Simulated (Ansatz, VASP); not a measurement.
# NaSnCl3: VASP beside Ansatz

```
Na Sn Cl
1.0
     5.52801    0.00000    0.00000
     0.00000    5.52801    0.00000
     0.00000    0.00000    5.52801
Na Sn Cl
1 1 3
Direct
  0.00000 0.00000 0.00000
  0.50000 0.50000 0.50000
  0.50000 0.50000 0.00000
  0.50000 0.00000 0.50000
  0.00000 0.50000 0.50000
```

Alike in both runs: task single point; functional r2SCAN; k mesh 6 × 6 × 6; no spin polarisation.

|  | VASP | Ansatz |
| --- | --- | --- |
| version | VASP 6.6.1 | Ansatz 0.2.0 |
| potentials or method | VASP PAW PBE potentials, release 64 (Na_pv, Sn_d, Cl) | plane waves, PAW |
| plane-wave cutoff (eV) | 520 | 500 |
| occupations | gaussian, width 0.01 eV | fixed |
| valence electrons in the cell | 42 | 44 |

Ansatz gave:

```
gap on the k mesh at the Fermi level (eV) : 0.95
pressure (GPa)                            : -0.1
```

Question: Estimate VASP's values.

Answer: gap on the k mesh at the Fermi level (eV): 0.96; pressure (GPa): -0.2.

VASP's potentials were made for PBE, not for r2SCAN. VASP's potentials hold 42 valence electrons a cell and Ansatz's 44, so a difference there can come from the potentials and not from the codes.
